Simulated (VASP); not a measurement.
Set up this calculation in VASP 6.6.1, as the native input.

- Task: single point
- Functional: PBE
- Dispersion: D3(BJ)
- Potentials or basis: VASP PAW PBE potentials, release 64 (C, O, H)
- Cutoff: 520 eV
- k mesh: 2 × 2 × 1
- Occupations: fermi-dirac, width 0.05 eV
- Spin: no spin polarisation
- Dipole correction: no
- Further INCAR settings: LREAL = Auto; ALGO = Normal; EDIFF = 1e-06; NBANDS = 56

The structure of H2C18O lies in POSCAR:

```
H2C18O
1.0
    7.3980000000      0.0000000000      0.0000000000
   -3.6990000000      6.4068560000      0.0000000000
    0.0000000000      0.0000000000     13.0000000000
C O H
18 1 2
Direct
   -0.0010814274     -0.0001460935      0.0584712308
    0.2212292414      0.1110472906      0.0584586923
   -0.0016640841      0.3338356598      0.0584551538
    0.2218489862      0.4455846986      0.0584023077
   -0.0005018529      0.6677148667      0.0582683077
    0.2205624309      0.7782105607      0.0581610000
    0.3317908183      0.0006789602      0.0582913846
    0.5553128942      0.1123465238      0.0584248462
    0.3330587190      0.3345626935      0.0585157692
    0.5539011415      0.4449517829      0.0585146923
    0.3324049098      0.6664218768      0.0582241538
    0.5546259310      0.7776360199      0.0583824615
    0.6663817221      0.0011592269      0.0584545385
    0.8872096594      0.1116155881      0.0585371538
    0.6656401667      0.3332178841      0.0584910000
    0.8878555260      0.4442203789      0.0584106923
    0.6649783329      0.6671496909      0.0584764615
    0.8884345860      0.7789313510      0.0583998462
    0.2259257858      0.7754644400      0.3164026154
    0.2388808552      0.9011204560      0.3468109231
    0.2139531609      0.7934315989      0.2431393077
```

One way to write it, as run:

INCAR

```
PREC = Accurate
ENCUT = 520
EDIFF = 1E-6
ISMEAR = -1
SIGMA = 0.05
LREAL = Auto
LASPH = T
NELM = 100
ALGO = Normal
ISIF = 2
LWAVE = F
LCHARG = F
GGA = PE
IVDW = 12
NBANDS = 56
```

KPOINTS

```
Automatic mesh
0
Gamma
  2 2 1
```

Potentials or basis: VASP PAW PBE potentials, release 64 (C, O, H).

Command:

```bash
$ cat potpaw_PBE.64/C/POTCAR potpaw_PBE.64/O/POTCAR potpaw_PBE.64/H/POTCAR > POTCAR
$ mpirun -np 1 vasp_std > vasp.out
```

It gave:

```json
{"Largest force": "0.123 eV/Å", "Band gap on the k mesh": "0.11 eV", "Dispersion energy per atom": "-0.082 eV"}
```

Caveat: the k points lie up to 0.49 Å⁻¹ apart; there is no dipole correction, which matters where the two faces differ.

It took 9.9 min on 1 thread of Oxide Virtual Turin-like Processor, on a shared host, peak memory 0.6 GiB.
